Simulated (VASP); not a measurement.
A run of VASP 6.6.1 is set up as follows.

File INCAR:

```
PREC     = Accurate       # precision mode
ENCUT    = 520            # plane-wave cutoff, eV
EDIFF    = 1E-6           # SCF threshold, eV
ISMEAR   = 0              # smearing method
SIGMA    = 0.15           # smearing width, eV
LREAL    = False          # projectors in reciprocal space
LASPH    = True           # aspherical terms in the spheres
NELM     = 60             # most SCF steps
ALGO     = Normal         # electronic algorithm
ISIF     = 2              # what is computed and relaxed
LWAVE    = False          # write WAVECAR
LCHARG   = False          # write CHGCAR
GGA      = PS             # functional
NBANDS   = 14             # bands
```

Contents of KPOINTS:

```
regular mesh
0
Gamma
  18 18 10
```

Contents of POSCAR:

```
TiAl
1.0
    2.9532800997      0.0000000000      0.0000000000
   -1.4766400498      2.5576155908      0.0000000000
    0.0000000000      0.0000000000      4.7482542450
Ti Al
1 1
Direct
    0.0000000000      0.0000000000      0.0000000000
    0.3333333333      0.6666666667      0.5000000000
```

Potentials or basis: VASP PAW PBE potentials, release 64 (Ti_sv, Al).

The run is started by

```sh
$ cat potpaw_PBE.64/Ti_sv/POTCAR potpaw_PBE.64/Al/POTCAR > POTCAR
$ mpirun -np 1 vasp_std > vasp.out
```

Question: Predict the pressure.

Answer: -9.2 GPa.

Stress tensor (GPa, compression positive):
```
-8.99  0.00  0.00
 0.00 -8.99  0.00
 0.00  0.00 -9.54
```

Caveat: the cell differs from its parent crystal (strain +0.030 along x and y, +0.015 along z); the PAW data sets were made with another functional, which shifts forces and pressure a little.
